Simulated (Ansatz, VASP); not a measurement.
## Sn in VASP and in Ansatz

```
Sn
1.0
    -1.75441    1.78093    2.16749
     1.75441   -1.78093    2.16749
     1.75441    1.78093   -2.16749
Sn
1
Direct
  0.00000 0.00000 0.00000
```

Change from the starting cell: strain +0.0150 x Voigt [0, 1, 0, 0, 0, 0], atoms carried along.

Alike in both runs: task single point; functional PBE; dispersion D3(BJ); k mesh 24 × 24 × 24; occupations gaussian, width 0.15 eV; no spin polarisation.

|  | VASP | Ansatz |
| --- | --- | --- |
| version | VASP 6.6.1 | Ansatz 0.2.0 |
| potentials or method | VASP PAW PBE potentials, release 64 (Sn_d), cutoff 520 eV | scalar-relativistic, plane waves, PAW |
| valence electrons in the cell | 14 | 14 |

```csv
,VASP,Ansatz,Ansatz less VASP
gap on the k mesh at the Fermi level (eV),none,none,-
pressure (GPa),-0.8,-0.8,0.00
"traceless stress, the component that is largest in VASP (GPa)",0.07,0.07,+0.002
```

A gap of «none» marks a metal or a gap that the smearing closes.
